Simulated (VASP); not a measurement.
# TePb (Fm-3m) in VASP: G0W0 quasiparticle levels with PBE

Aim: the G0W0 quasiparticle levels of TePb with PBE.

Program: VASP 6.6.1. These are calculated values, not measurements. Logs are shortened: lines on timing, memory, paths and dates and some standing lists are left out, and cuts for length are marked.

## Step 1: The cell of the first run

Symmetry: Fm-3m, No. 225, cubic system. The conventional cell has a = 6.536 Å, b = 6.536 Å, c = 6.536 Å, α = 90.00°, β = 90.00°, γ = 90.00°. Pb (site symmetry m-3m) has 6 Te at 3.27 Å within 4.3 Å. Te (site symmetry m-3m) has 6 Pb at 3.27 Å within 4.3 Å.

## Step 2: G0W0 quasiparticle levels, PBE

The input, POSCAR:

```
TePb
1.0
    0.0000000000      3.2678368377      3.2678368377
    3.2678368377      0.0000000000      3.2678368377
    3.2678368377      3.2678368377      0.0000000000
Pb Te
1 1
Direct
    0.0000000000      0.0000000000      0.0000000000
    0.5000000000      0.5000000000      0.5000000000
```

The input, INCAR.step1:

```
  ALGO = Normal
  EDIFF = 1E-8
  ENCUT = 500
  GGA = PE
  ISMEAR = 0
  LASPH = T
  LCHARG = F
  LREAL = F
  LWAVE = T
  NELM = 100
  PREC = Accurate
  SIGMA = 0.01
```

The input, INCAR.step2:

```
  ALGO = Exact
  EDIFF = 1E-8
  ENCUT = 500
  GGA = PE
  ISMEAR = 0
  ISTART = 1
  LASPH = T
  LCHARG = F
  LOPTICS = T
  LREAL = F
  LWAVE = T
  NBANDS = 302
  NELM = 1
  PREC = Accurate
  SIGMA = 0.01
```

The input, INCAR.step3:

```
  ALGO = EVGW0
  EDIFF = 1E-8
  ENCUT = 500
  ENCUTGW = 150.0
  GGA = PE
  ISMEAR = 0
  ISTART = 1
  LASPH = T
  LCHARG = F
  LREAL = F
  LWAVE = F
  NBANDS = 302
  NBANDSGW = 19
  NELMGW = 1
  NOMEGA = 96
  OMEGAMAX = 20
  PREC = Accurate
  PRECFOCK = Fast
  SIGMA = 0.01
```

The input, KPOINTS:

```
k-points
0
Gamma
  4 4 4
```

Potentials or basis: VASP PAW PBE potentials, release 64 (Pb_d_GW, Te_GW).

On the command line:

```
cat potpaw_PBE.64/Pb_d_GW/POTCAR potpaw_PBE.64/Te_GW/POTCAR > POTCAR
cp INCAR.step1 INCAR
mpirun -np 1 vasp_std > vasp.out
cp INCAR.step2 INCAR
mpirun -np 1 vasp_std > vasp.out
cp INCAR.step3 INCAR
mpirun -np 1 vasp_std > vasp.out
```

OUTCAR:

```text
EDIFF = 1E-8
   ENCUT = 500
   ENCUTGW = 150.0
   GGA = PE
   ISMEAR = 0
   ISTART = 1
   LASPH = T
   LREAL = F
   NELMGW = 1
   PREC = Accurate
   PRECFOCK = Fast

 ion  position               nearest neighbor table
   1  0.000  0.000  0.000-   2 3.27   2 3.27   2 3.27   2 3.27   2 3.27   2 3.27
   2  0.500  0.500  0.500-   1 3.27   1 3.27   1 3.27   1 3.27   1 3.27   1 3.27

  LATTYP: Found a face centered cubic cell.
 ALAT       =     6.5356736754

  Lattice vectors:

 A1 = (   0.0000000000,   3.2678368377,   3.2678368377)
 A2 = (   3.2678368377,   0.0000000000,   3.2678368377)
 A3 = (   3.2678368377,   3.2678368377,   0.0000000000)

Analysis of symmetry for initial positions (statically):
=====================================================================
 Subroutine PRICEL returns:
 Original cell was already a primitive cell.

 Routine SETGRP: Setting up the symmetry group for a
 face centered cubic supercell.

 Subroutine GETGRP returns: Found 48 space group operations
 (whereof 48 operations were pure point group operations)
 out of a pool of 48 trial point group operations.

The static configuration has the point symmetry O_h .

Analysis of symmetry for dynamics (positions and initial velocities):
=====================================================================
 Subroutine PRICEL returns:
 Original cell was already a primitive cell.

 Routine SETGRP: Setting up the symmetry group for a
 face centered cubic supercell.

 Subroutine GETGRP returns: Found 48 space group operations
 (whereof 48 operations were pure point group operations)
 out of a pool of 48 trial point group operations.

The dynamic configuration has the point symmetry O_h .

 Subroutine INISYM returns: Found 48 space group operations
 (whereof 48 operations are pure point group operations),
 and found     1 'primitive' translations

----------------------------------------------------------------------------------------

                                     Primitive cell

  volume of cell :      69.7929

  direct lattice vectors                    reciprocal lattice vectors
     0.000000000  3.267836838  3.267836838    -0.153006415  0.153006415  0.153006415
     3.267836838  0.000000000  3.267836838     0.153006415 -0.153006415  0.153006415
     3.267836838  3.267836838  0.000000000     0.153006415  0.153006415 -0.153006415

  length of vectors
     4.621419175  4.621419175  4.621419175     0.265014885  0.265014885  0.265014885

  position of ions in fractional coordinates (direct lattice)
     0.000000000  0.000000000  0.000000000
     0.500000000  0.500000000  0.500000000

  ion indices of the primitive-cell ions
   primitive index   ion index
                 1           1
                 2           2

----------------------------------------------------------------------------------------

 KPOINTS: k-points

Automatic generation of k-mesh.
 Grid dimensions read from file:
 generate k-points for:    4    4    4

 Generating k-lattice:

  Cartesian coordinates                     Fractional coordinates (reciprocal lattice)
    -0.038251604  0.038251604  0.038251604     0.250000000  0.000000000  0.000000000
     0.038251604 -0.038251604  0.038251604     0.000000000  0.250000000  0.000000000
     0.038251604  0.038251604 -0.038251604     0.000000000  0.000000000  0.250000000

  Length of vectors
     0.066253721  0.066253721  0.066253721

  Shift w.r.t. Gamma in fractional coordinates (k-lattice)
     0.000000000  0.000000000  0.000000000

 Subroutine IBZKPT returns following result:
 ===========================================

 Found      8 irreducible k-points:

 Following reciprocal coordinates:
            Coordinates               Weight
  0.000000  0.000000  0.000000      1.000000
  0.250000  0.000000  0.000000      8.000000
  0.500000  0.000000  0.000000      4.000000
  0.250000  0.250000  0.000000      6.000000
  0.500000  0.250000  0.000000     24.000000
 -0.250000  0.250000  0.000000     12.000000
  0.500000  0.500000  0.000000      3.000000
 -0.250000  0.500000  0.250000      6.000000
   k-points           NKPTS =      8   k-points in BZ     NKDIM =     64   number of bands    NBANDS=    302
   number of dos      NEDOS =    301   number of ions     NIONS =      2
   total plane-waves  NPLWV =  46656
   dimension x,y,z NGX =    36 NGY =   36 NGZ =   36
   dimension x,y,z NGXF=    72 NGYF=   72 NGZF=   72
   ions per type =               1   1
   NGX,Y,Z   is equivalent  to a cutoff of  12.95, 12.95, 12.95 a.u.
   NGXF,Y,Z  is equivalent  to a cutoff of  25.90, 25.90, 25.90 a.u.
 SYSTEM =  unknown system
   PREC   = accura    normal or accurate (medium, high low for compatibility)
   ISTART =      1    job   : 0-new  1-cont  2-samecut
   ICHARG =      0    charge: 1-file 2-atom 10-const
   ISPIN  =      1    spin polarized calculation?
   LNONCOLLINEAR =      F non collinear calculations
   LSORBIT =      F    spin-orbit coupling
   LASPH  =      T    aspherical Exc in radial PAW
   ENCUT  =  500.0 eV  36.75 Ry    6.06 a.u.   8.43  8.43  8.43*2*pi/ulx,y,z
   NELM   =     60;   NELMIN=  2; NELMDL=  0     # of ELM steps
   EDIFF  = 0.1E-07   stopping-criterion for ELM
   LREAL  =      F    real-space projection
   EDIFFG = 0.1E-06   stopping-criterion for IOM
   NSW    =      0    number of steps for IOM
   IBRION =     -1    ionic relax: 0-MD 1-quasi-New 2-CG
   NFREE  =      0    steps in history (QN), initial steepest desc. (CG)
   ISIF   =      0    stress and relaxation
   ISYM   =      3    0-nonsym 1-usesym 2-fastsym
   POTIM  = 0.5000    time-step for ionic-motion
   TEBEG  =    0.0;   TEEND  =   0.0 temperature during run
   PSTRESS=    0.0 pullay stress
   NELECT =      22.0000    total number of electrons
   NUPDOWN=      -1.0000    fix difference up-down
   EMIN   =  10.00;   EMAX   =-10.00  energy-range for DOS
   EFERMI =   0.00;   METHOD = LEGACY
   ISMEAR =     0;   SIGMA  =   0.01  broadening in eV -4-tet -1-fermi 0-gaus
   EFERMI_NEDOS =   21; number of points for ismear=-14 and -15
   IALGO  =     38    algorithm
   IMIX   =      4    mixing-type and parameters
     AMIX     =   0.40;   BMIX     =  1.00
     AMIX_MAG =   1.60;   BMIX_MAG =  1.00
  volume/ion in A,a.u.               =      34.90       235.49
  Fermi-wavevector in a.u.,A,eV,Ry     =   1.114154  2.105446 16.889455  1.241340
  Thomas-Fermi vector in A             =   2.250746
   LORBIT       =      0    0 simple, 1 ext, 2 COOP (PROOUT), +10 PAW based schemes
   GGA     = PE    functional components
   LHFCALC =     T    Hartree Fock is set to
   PRECFOCK=fast      Normal, Fast or Accurate (Low or Medium for compatibility)
   ENCUT4O =  -1.0   cutoff for four orbital integrals eV
   NKREDX  =     1    reduce k-point grid by
   NKREDY  =     1    reduce k-point grid by
   NKREDZ  =     1    reduce k-point grid by
   AEXX    =    1.0000 exact exchange contribution
   HFSCREEN=    0.0000 screening length (either q_TF or 0.3 A-1)
   HFSCREENC=   0.0000 screening length for correlation (either q_TF or 0.3 A-1)
   ENCUTFOCK=  -1.0 apply spherical cutoff to Coloumb kernel
   IVDW    =     0    specifies the selected vdW correction
   LEPSILON=     F    determine dielectric tensor
   LRPA    =     F    only Hartree local field effects (RPA)
   LRPAFORCE           =     F    calculate RPA forces
   ENCUTGW             = 150.0    cutoff for response function in eV
   ENCUTGWSOFT         = 120.0    soft cutoff for Coulomb kernel in GW response function in eV
   ENCUTLF             =  -1.0    cutoff for local field effects
   NELMGW              =     1    number of iterations in solving QP/BSE equation
   NELMHF              =     1    number of iterations in the inner HF iteration
   NKREDLFX            =     1    NKREDLFY  =   1   NKREDLFZ  =   1
 non-spin polarized calculation
 Gauss-broadening in eV      SIGMA  =   0.01
  energy-cutoff  :      500.00
  volume of cell :       69.79
 maximum number of plane-waves:      1807
 NGX is ok and might be reduce to    36
  NGX = 18; NGY = 18; NGZ = 18
   NGX = 17   NGY = 17   NGZ = 17
 maximum number of plane-waves:       303

 QP shifts <psi_nk| G(iteration)W_0 |psi_nk>: iteration 1
 for sc-GW calculations column KS-energies equals QP-energies in previous step
 and V_xc(KS)=  KS-energies - (<T + V_ion + V_H > + <T+V_H+V_ion>^1  + <V_x>^1)

 k-point   1 :       0.0000    0.0000    0.0000
  band No.  KS-energies  QP-energies   sigma(KS)   V_xc(KS)     V^pw_x(r,r')   Z            occupation Imag(sigma)

      1    -135.6811    -157.4873     -27.8399       5.4452     -36.1584       0.6551       2.0000       0.5992
      2     -12.9752     -19.7941     -19.9945      -9.8758     -25.3081       0.6739       2.0000       0.2335
      3     -12.9752     -19.7941     -19.9945      -9.8758     -25.3081       0.6739       2.0000       0.2335
      4     -12.9683     -19.6881     -19.9797      -9.8469     -25.2399       0.6632       2.0000       0.2090
      5     -12.9683     -19.6881     -19.9797      -9.8469     -25.2399       0.6632       2.0000       0.2090
      6     -12.9683     -19.6881     -19.9797      -9.8469     -25.2399       0.6632       2.0000       0.2090
[... 11 lines left out ...]
     18      11.1172      10.7098      -8.4245      -7.8725      -3.4554       0.7380       0.0000      -0.2146
     19      11.1352      10.8217      -6.7284      -6.3120      -1.7422       0.7531       0.0000      -0.1987

 k-point   2 :       0.2500    0.0000    0.0000
  band No.  KS-energies  QP-energies   sigma(KS)   V_xc(KS)     V^pw_x(r,r')   Z            occupation Imag(sigma)

      1    -135.6810    -157.5515     -27.8399       5.4460     -36.1583       0.6570       2.0000       0.5990
      2     -12.9813     -19.7541     -19.9829      -9.8731     -25.2987       0.6699       2.0000       0.2425
      3     -12.9813     -19.7541     -19.9829      -9.8731     -25.2987       0.6699       2.0000       0.2425
      4     -12.9670     -19.7064     -19.9807      -9.8468     -25.2414       0.6650       2.0000       0.2102
      5     -12.9610     -19.7386     -19.9956      -9.8519     -25.2569       0.6682       2.0000       0.2095
      6     -12.9610     -19.7386     -19.9956      -9.8519     -25.2569       0.6682       2.0000       0.2095
[... 11 lines left out ...]
     18      13.8010      13.3334      -8.7695      -8.1591      -3.1458       0.7662       0.0000      -0.5569
     19      14.2933      13.8414      -9.6637      -9.0773      -3.8852       0.7708       0.0000      -0.6196
[... 96 lines left out ...]
      1    -135.6809    -157.8667     -27.8395       5.4468     -36.1578       0.6665       2.0000       0.5985
      2     -13.0275     -19.6064     -19.8132      -9.8801     -25.2246       0.6623       2.0000       0.2844
      3     -12.9768     -19.6724     -19.9575      -9.8425     -25.2242       0.6620       2.0000       0.2103
      4     -12.9654     -19.7986     -20.0106      -9.8788     -25.3218       0.6744       2.0000       0.2364
      5     -12.9456     -19.8049     -20.0187      -9.8547     -25.2726       0.6749       2.0000       0.2098
      6     -12.9456     -19.8049     -20.0187      -9.8547     -25.2726       0.6749       2.0000       0.2098
[... 11 lines left out ...]
     18      14.6256      14.2988      -8.6079      -8.1599      -2.9787       0.7294       0.0000      -0.4618
     19      15.2456      15.1527      -8.0171      -7.8894      -2.2691       0.7274       0.0000      -0.3627

 k-point   8 :      -0.2500    0.5000    0.2500
  band No.  KS-energies  QP-energies   sigma(KS)   V_xc(KS)     V^pw_x(r,r')   Z            occupation Imag(sigma)

      1    -135.6810    -157.6497     -27.8396       5.4465     -36.1580       0.6600       2.0000       0.5986
      2     -13.0120     -19.6322     -19.8624      -9.8798     -25.2489       0.6632       2.0000       0.2720
      3     -12.9764     -19.7777     -19.9924      -9.8777     -25.3140       0.6724       2.0000       0.2524
      4     -12.9617     -19.7251     -19.9877      -9.8485     -25.2477       0.6671       2.0000       0.2096
      5     -12.9617     -19.7251     -19.9877      -9.8485     -25.2477       0.6671       2.0000       0.2096
      6     -12.9456     -19.8153     -20.0193      -9.8547     -25.2728       0.6758       2.0000       0.2101
[... 11 lines left out ...]
     18      14.7176      14.4138      -9.3783      -8.9868      -3.7211       0.7760       0.0000      -0.5890
     19      15.4472      15.2457      -8.9386      -8.6628      -3.0575       0.7303       0.0000      -0.5601
```

It took 7.8 min on 1 thread of Intel Xeon 6975P-C (Granite Rapids), shared host; peak memory 1.1 GiB.

What came out:

* Quasiparticle gap: 1.14 eV
* Least direct quasiparticle gap: 1.14 eV
* Band gap of the starting levels on the mesh: 0.80 eV
* Least direct gap of the starting levels on the mesh: 0.80 eV

Caveat: the k points lie up to 0.42 Å⁻¹ apart; bands, screening cutoff and mesh are small and nothing is extrapolated, so the quasiparticle values aren't converged; the structure was generated, so it needn't be the stable form of TePb; spin-orbit coupling is left out, which moves the levels of the heavy elements.
